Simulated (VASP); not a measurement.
# Al2As3 (P-3m1) in VASP: notebook

The runs below take Al2As3 through single point, with PBE.

Everything below comes from runs of VASP 6.6.1. Logs are shortened: lines on timing, memory, paths and dates and some standing lists are left out, and cuts for length are marked.

## (1) The cell of the first run

Symmetry: P-3m1, No. 164, trigonal system. The conventional cell has a = 3.730 Å, b = 3.730 Å, c = 8.050 Å, α = 90.00°, β = 90.00°, γ = 120.00°. Within 3.5 Å of Al (site symmetry 3m) lie 7 As at 2.64 to 3.43 Å. As (site symmetry -3m) has 6 Al at 2.64 Å within 3.5 Å. Within 3.5 Å of As (site symmetry 3m) lie 4 Al at 2.67 to 3.43 Å and 3 As at 2.84 Å.

## (2) Single point, PBE

Contents of INCAR:

```
PREC = Accurate
ENCUT = 520
EDIFF = 1E-7
ISMEAR = 0
SIGMA = 0.1
LREAL = F
LASPH = T
NELM = 60
ALGO = Normal
ISIF = 2
LWAVE = F
LCHARG = F
GGA = PE
NBANDS = 18
```

Contents of KPOINTS:

```
Automatic mesh
0
Gamma
  6 6 4
```

Contents of POSCAR:

```
Al2As3
1.0
    3.7304899723      0.0000000000      0.0000000000
   -1.8652449861      3.2306990846      0.0000000000
    0.0000000000      0.0000000000      8.0495397022
Al As
2 3
Direct
    0.3333333333      0.6666666667      0.1891738801
    0.6666666667      0.3333333333      0.8108261199
    0.0000000000      0.0000000000      0.0000000000
    0.3333333333      0.6666666667      0.6147857009
    0.6666666667      0.3333333333      0.3852142991
```

Potentials or basis: VASP PAW PBE potentials, release 64 (Al, As).

Started as:

```console
cat potpaw_PBE.64/Al/POTCAR potpaw_PBE.64/As/POTCAR > POTCAR
mpirun -np 1 vasp_std > vasp.out
```

OUTCAR:

```text
PREC = Accurate
   ENCUT = 520
   EDIFF = 1E-7
   ISMEAR = 0
   LREAL = F
   LASPH = T
   NELM = 60
   ISIF = 2
   GGA = PE

 ion  position               nearest neighbor table
   1  0.333  0.667  0.189-   3 2.64   3 2.64   3 2.64   5 2.67   5 2.67   5 2.67
   2  0.667  0.333  0.811-   3 2.64   3 2.64   3 2.64   4 2.67   4 2.67   4 2.67
   3  0.000  0.000  0.000-   1 2.64   2 2.64   1 2.64   2 2.64   2 2.64   1 2.64
   4  0.333  0.667  0.615-   2 2.67   2 2.67   2 2.67   5 2.84   5 2.84   5 2.84
   5  0.667  0.333  0.385-   1 2.67   1 2.67   1 2.67   4 2.84   4 2.84   4 2.84

  LATTYP: Found a hexagonal cell.
 ALAT       =     3.7304899723
 C/A-ratio  =     2.1577700951

  Lattice vectors:

 A1 = (   3.7304899723,   0.0000000000,   0.0000000000)
 A2 = (  -1.8652449861,   3.2306990846,   0.0000000000)
 A3 = (   0.0000000000,   0.0000000000,   8.0495397022)

Analysis of symmetry for initial positions (statically):
=====================================================================
 Subroutine PRICEL returns:
 Original cell was already a primitive cell.

 Routine SETGRP: Setting up the symmetry group for a
 hexagonal supercell.

 Subroutine GETGRP returns: Found 12 space group operations
 (whereof 12 operations were pure point group operations)
 out of a pool of 24 trial point group operations.

The static configuration has the point symmetry D_3d.

Analysis of symmetry for dynamics (positions and initial velocities):
=====================================================================
 Subroutine PRICEL returns:
 Original cell was already a primitive cell.

 Routine SETGRP: Setting up the symmetry group for a
 hexagonal supercell.

 Subroutine GETGRP returns: Found 12 space group operations
 (whereof 12 operations were pure point group operations)
 out of a pool of 24 trial point group operations.

The dynamic configuration has the point symmetry D_3d.

 Subroutine INISYM returns: Found 12 space group operations
 (whereof 12 operations are pure point group operations),
 and found     1 'primitive' translations

----------------------------------------------------------------------------------------

                                     Primitive cell

  volume of cell :      97.0138

  direct lattice vectors                    reciprocal lattice vectors
     3.730489972  0.000000000  0.000000000     0.268061302  0.154765265  0.000000000
    -1.865244986  3.230699085  0.000000000     0.000000000  0.309530530  0.000000000
     0.000000000  0.000000000  8.049539702     0.000000000  0.000000000  0.124230706

  length of vectors
     3.730489972  3.730489972  8.049539702     0.309530530  0.309530530  0.124230706

  position of ions in fractional coordinates (direct lattice)
     0.333333333  0.666666667  0.189173880
     0.666666667  0.333333333  0.810826120
     0.000000000  0.000000000  0.000000000
     0.333333333  0.666666667  0.614785701
     0.666666667  0.333333333  0.385214299

  ion indices of the primitive-cell ions
   primitive index   ion index
                 1           1
                 2           2
                 3           3
                 4           4
                 5           5

----------------------------------------------------------------------------------------

 KPOINTS: Automatic mesh

Automatic generation of k-mesh.
 Grid dimensions read from file:
 generate k-points for:    6    6    4

 Generating k-lattice:

  Cartesian coordinates                     Fractional coordinates (reciprocal lattice)
     0.044676884  0.025794211  0.000000000     0.166666667 -0.000000000  0.000000000
     0.000000000  0.051588422  0.000000000     0.000000000  0.166666667  0.000000000
     0.000000000  0.000000000  0.031057676     0.000000000  0.000000000  0.250000000

  Length of vectors
     0.051588422  0.051588422  0.031057676

  Shift w.r.t. Gamma in fractional coordinates (k-lattice)
     0.000000000  0.000000000  0.000000000

 Subroutine IBZKPT returns following result:
 ===========================================

 Found     24 irreducible k-points:

 Following reciprocal coordinates:
            Coordinates               Weight
  0.000000  0.000000  0.000000      1.000000
  0.166667  0.000000  0.000000      6.000000
  0.333333  0.000000  0.000000      6.000000
  0.500000  0.000000  0.000000      3.000000
  0.166667  0.166667  0.000000      6.000000
  0.333333  0.166667  0.000000     12.000000
[... 16 lines left out ...]
  0.333333  0.166667  0.500000     12.000000
  0.333333  0.333333  0.500000      2.000000
   k-points           NKPTS =     24   k-points in BZ     NKDIM =     24   number of bands    NBANDS=     18
   number of dos      NEDOS =    301   number of ions     NIONS =      5
   total plane-waves  NPLWV =  47040
   dimension x,y,z NGX =    28 NGY =   28 NGZ =   60
   dimension x,y,z NGXF=    56 NGYF=   56 NGZF=  120
   ions per type =               2   3
   NGX,Y,Z   is equivalent  to a cutoff of  12.48, 12.48, 12.39 a.u.
   NGXF,Y,Z  is equivalent  to a cutoff of  24.96, 24.96, 24.78 a.u.
 SYSTEM =  unknown system
   PREC   = accura    normal or accurate (medium, high low for compatibility)
   ISTART =      0    job   : 0-new  1-cont  2-samecut
   ICHARG =      2    charge: 1-file 2-atom 10-const
   ISPIN  =      1    spin polarized calculation?
   LNONCOLLINEAR =      F non collinear calculations
   LSORBIT =      F    spin-orbit coupling
   LASPH  =      T    aspherical Exc in radial PAW
   ENCUT  =  520.0 eV  38.22 Ry    6.18 a.u.   6.94  6.94 14.97*2*pi/ulx,y,z
   NELM   =     60;   NELMIN=  2; NELMDL= -5     # of ELM steps
   EDIFF  = 0.1E-06   stopping-criterion for ELM
   LREAL  =      F    real-space projection
   EDIFFG = 0.1E-05   stopping-criterion for IOM
   NSW    =      0    number of steps for IOM
   IBRION =     -1    ionic relax: 0-MD 1-quasi-New 2-CG
   NFREE  =      0    steps in history (QN), initial steepest desc. (CG)
   ISIF   =      2    stress and relaxation
   ISYM   =      2    0-nonsym 1-usesym 2-fastsym
   POTIM  = 0.5000    time-step for ionic-motion
   TEBEG  =    0.0;   TEEND  =   0.0 temperature during run
   PSTRESS=    0.0 pullay stress
   NELECT =      21.0000    total number of electrons
   NUPDOWN=      -1.0000    fix difference up-down
   EMIN   =  10.00;   EMAX   =-10.00  energy-range for DOS
   EFERMI =   0.00;   METHOD = LEGACY
   ISMEAR =     0;   SIGMA  =   0.10  broadening in eV -4-tet -1-fermi 0-gaus
   EFERMI_NEDOS =   21; number of points for ismear=-14 and -15
   IALGO  =     38    algorithm
   IMIX   =      4    mixing-type and parameters
     AMIX     =   0.40;   BMIX     =  1.00
     AMIX_MAG =   1.60;   BMIX_MAG =  1.00
  volume/ion in A,a.u.               =      19.40       130.94
  Fermi-wavevector in a.u.,A,eV,Ry     =   0.982962  1.857529 13.146147  0.966215
  Thomas-Fermi vector in A             =   2.114084
   LORBIT       =      0    0 simple, 1 ext, 2 COOP (PROOUT), +10 PAW based schemes
   GGA     = PE    functional components
   LHFCALC =     F    Hartree Fock is set to
   AEXX    =    0.0000 exact exchange contribution
   IVDW    =     0    specifies the selected vdW correction
   LEPSILON=     F    determine dielectric tensor
   LRPA    =     F    only Hartree local field effects (RPA)
 non-spin polarized calculation
 Gauss-broadening in eV      SIGMA  =   0.10
  energy-cutoff  :      520.00
  volume of cell :       97.01
 maximum number of plane-waves:      2628
   NGX = 13   NGY = 13   NGZ = 29

 number of electron      21.0000000 magnetization

 Free energy of the ion-electron system (eV)
  ---------------------------------------------------
  ext. energy  EPLUGINS =         0.00000000
  ---------------------------------------------------
  free energy    TOTEN  =       -21.59313693 eV

  energy without entropy =      -21.58592559  energy(sigma->0) =      -21.58953126

 E-fermi :   5.9965     XC(G=0): -10.0992

 val. band max:        5.9451923191   @ k =   0.5000   0.0000   0.0000
 cond. band min:       6.0679261466   @ k =   0.3333   0.1667   0.5000
 fundamental gap:      0.1227338275
 Fermi energy:         5.9965397889

 k-point     1 :       0.0000    0.0000    0.0000
  band No.  band energies     occupation
      1      -7.5724      2.00000
      2      -6.0723      2.00000
      3      -4.7885      2.00000
      4       1.2296      2.00000
      5       1.9705      2.00000
      6       5.3458      2.00000
[... 10 lines left out ...]
     17      11.0179      0.00000
     18      11.3273      0.00000

 k-point     2 :       0.1667    0.0000    0.0000
  band No.  band energies     occupation
      1      -7.2434      2.00000
      2      -5.7914      2.00000
      3      -4.5371      2.00000
      4       1.0361      2.00000
      5       2.0279      2.00000
      6       3.5184      2.00000
[... 10 lines left out ...]
     17      11.1788      0.00000
     18      11.7628      0.00000

 k-point     3 :       0.3333    0.0000    0.0000
  band No.  band energies     occupation
      1      -6.3184      2.00000
      2      -5.1016      2.00000
      3      -4.0446      2.00000
      4      -0.1616      2.00000
      5       0.8334      2.00000
      6       1.9902      2.00000
[... 10 lines left out ...]
     17      11.5571      0.00000
     18      12.3925      0.00000

 k-point     4 :       0.5000    0.0000    0.0000
  band No.  band energies     occupation
      1      -5.3189      2.00000
      2      -4.9240      2.00000
      3      -3.9693      2.00000
      4      -0.5278      2.00000
      5      -0.0621      2.00000
      6       0.4948      2.00000
[... 375 lines left out ...]
      4       0.4077      2.00000
      5       1.0486      2.00000
      6       2.1957      2.00000
[... 10 lines left out ...]
     17      11.1694      0.00000
     18      11.2146      0.00000

 k-point    23 :       0.3333    0.1667    0.5000
  band No.  band energies     occupation
      1      -5.3838      2.00000
      2      -4.9486      2.00000
      3      -3.9214      2.00000
      4      -0.5862      2.00000
      5       1.0717      2.00000
      6       1.2718      2.00000
[... 10 lines left out ...]
     17      11.6065      0.00000
     18      12.4840      0.00000

 k-point    24 :       0.3333    0.3333    0.5000
  band No.  band energies     occupation
      1      -4.5273      2.00000
      2      -4.5273      2.00000
      3      -4.5196      2.00000
      4      -0.2237      2.00000
      5      -0.2237      2.00000
      6       0.9041      2.00000
[... 10 lines left out ...]
     17      12.3598      0.00000
     18      12.8498      0.00000

------------------------ aborting loop because EDIFF is reached ----------------------------------------

  FORCE on cell =-STRESS in cart. coord.  units (eV):
  Direction    XX          YY          ZZ          XY          YZ          ZX
  --------------------------------------------------------------------------------------
  -------------------------------------------------------------------------------------
  Total        0.0220085      0.0220085      0.2483016      0.0000000      0.0000000      0.0000000
  in kB        0.3634696      0.3634696      4.1006878      0.0000000      0.0000000      0.0000000
  external PRESSURE =       1.6092090 kB  Pullay stress =       0.0000000 kB

 VOLUME and BASIS-vectors are now :
 -----------------------------------------------------------------------------
  energy-cutoff  :      520.00
  volume of cell :       97.01
      direct lattice vectors                 reciprocal lattice vectors
     3.730489972  0.000000000  0.000000000     0.268061302  0.154765265  0.000000000
    -1.865244986  3.230699085  0.000000000     0.000000000  0.309530530  0.000000000
     0.000000000  0.000000000  8.049539702     0.000000000  0.000000000  0.124230706

 POSITION                                       TOTAL-FORCE (eV/Angst)
 -----------------------------------------------------------------------------------
     -0.00000      2.15380      1.52276         0.000000     -0.000000      0.032319
      1.86524      1.07690      6.52678        -0.000000      0.000000     -0.032319
      0.00000      0.00000      0.00000         0.000000      0.000000      0.000000
     -0.00000      2.15380      4.94874         0.000000      0.000000      0.000840
      1.86524      1.07690      3.10080         0.000000      0.000000     -0.000840
 -----------------------------------------------------------------------------------
    total drift:                               -0.000000     -0.000000      0.000000

  FREE ENERGIE OF THE ION-ELECTRON SYSTEM (eV)
  ---------------------------------------------------
  free  energy   TOTEN  =       -21.5931369276 eV

  energy  without entropy=      -21.5859255940  energy(sigma->0) =      -21.58953126
```

It took 45 s on 1 thread of Intel Xeon Platinum 8259CL at 2.50GHz (Skylake/Cascade Lake), shared host; peak memory 0.21 GiB.

What came out:

- Free energy: -21.5931 eV
- Pressure: 0.2 GPa
- Largest force: 0.032 eV/Å
- Band gap on the k mesh: zero (an odd number of electrons rules out a gap without spin polarisation)

Forces in eV/Å, atoms in the order of the input:
```
Al   0.000  0.000  0.032
Al   0.000  0.000 -0.032
As   0.000  0.000  0.000
As   0.000  0.000  0.001
As   0.000  0.000 -0.001
```

Stress tensor (GPa, compression positive):
```
0.04 0.00 0.00
0.00 0.04 0.00
0.00 0.00 0.41
```

Levels at points of the mesh, in eV from the Fermi level:
```csv
k point,band 6,band 7,band 8,band 9,band 10,band 11,band 12,band 13,band 14,band 15
"(0.00, 0.00, 0.00)",-0.65,-0.65,-0.26,-0.26,0.85,1.17,1.17,2.75,3.77,3.97
"(0.50, 0.00, 0.00)",-5.50,-2.72,-1.77,-1.26,-0.83,-0.75,-0.65,-0.05,2.76,3.29
"(0.00, 0.00, 0.50)",-0.88,-0.65,-0.65,-0.21,-0.21,1.05,1.05,2.69,3.72,3.72
"(0.50, 0.00, 0.50)",-4.55,-3.54,-3.14,-2.32,-2.15,0.80,0.91,1.15,1.67,3.95
```

Caveat: an odd number of electrons without spin polarisation forces a metal; a magnetic or distorted state may lie lower.

## (3) Single point, PBE

This run uses another cell than the first one, of 19.28 Å³/atom.

Contents of INCAR:

```
ALGO = Normal
EDIFF = 1E-6
ENCUT = 520
GGA = PE
ISIF = 2
ISMEAR = 0
LASPH = T
LCHARG = F
LREAL = F
LWAVE = F
NBANDS = 18
NELM = 60
PREC = Accurate
SIGMA = 0.1
```

Contents of KPOINTS:

```
k-points
0
Gamma
  12 12 6
```

Contents of POSCAR:

```
Al2As3
1.0
    3.6830503357      0.0000000000      0.0000000000
   -1.8415251678      3.1896151541      0.0000000000
    0.0000000000      0.0000000000      8.2080672427
Al As
2 3
Direct
    0.3333333333      0.6666666667      0.1890953346
    0.6666666667      0.3333333333      0.8109046654
    0.0000000000      0.0000000000      0.0000000000
    0.3333333333      0.6666666667      0.6126378949
    0.6666666667      0.3333333333      0.3873621051
```

Potentials or basis: VASP PAW PBE potentials, release 64 (Al, As).

Started as:

```console
cat potpaw_PBE.64/Al/POTCAR potpaw_PBE.64/As/POTCAR > POTCAR
mpirun -np 1 vasp_std > vasp.out
```

It took 3.3 min on 1 thread of Intel Xeon Platinum 8259CL at 2.50GHz (Skylake/Cascade Lake), shared host; peak memory 0.31 GiB.

The run converged. Its results:

```
Free energy            : -21.5833 eV
Pressure               : 0.1 GPa
Largest force          : 0.008 eV/Å
Band gap on the k mesh : zero (an odd number of electrons rules out a gap without spin polarisation)
```

Forces on the atoms (eV/Å):
```
Al   0.000  0.000  0.008
Al   0.000  0.000 -0.008
As   0.000  0.000  0.000
As   0.000  0.000  0.000
As   0.000  0.000  0.000
```

Levels at points of the mesh, in eV from the Fermi level:
| k point | band 7 | band 8 | band 9 | band 10 | band 11 | band 12 | band 13 | band 14 |
| --- | --- | --- | --- | --- | --- | --- | --- | --- |
| (0.00, 0.00, 0.00) | -0.44 | -0.03 | -0.03 | 0.97 | 1.39 | 1.39 | 3.00 | 3.99 |
| (0.50, 0.00, 0.00) | -2.54 | -1.88 | -1.17 | -1.00 | -0.80 | -0.62 | 0.13 | 2.72 |
| (0.00, 0.00, 0.50) | -0.43 | -0.43 | 0.01 | 0.01 | 1.28 | 1.28 | 2.99 | 3.98 |
| (0.50, 0.00, 0.50) | -3.62 | -3.20 | -2.18 | -1.96 | 0.92 | 1.00 | 1.10 | 1.73 |

Caveat: an odd number of electrons without spin polarisation forces a metal; a magnetic or distorted state may lie lower.

The gap in the log of VASP goes by the Fermi energy; the results here count the filled bands.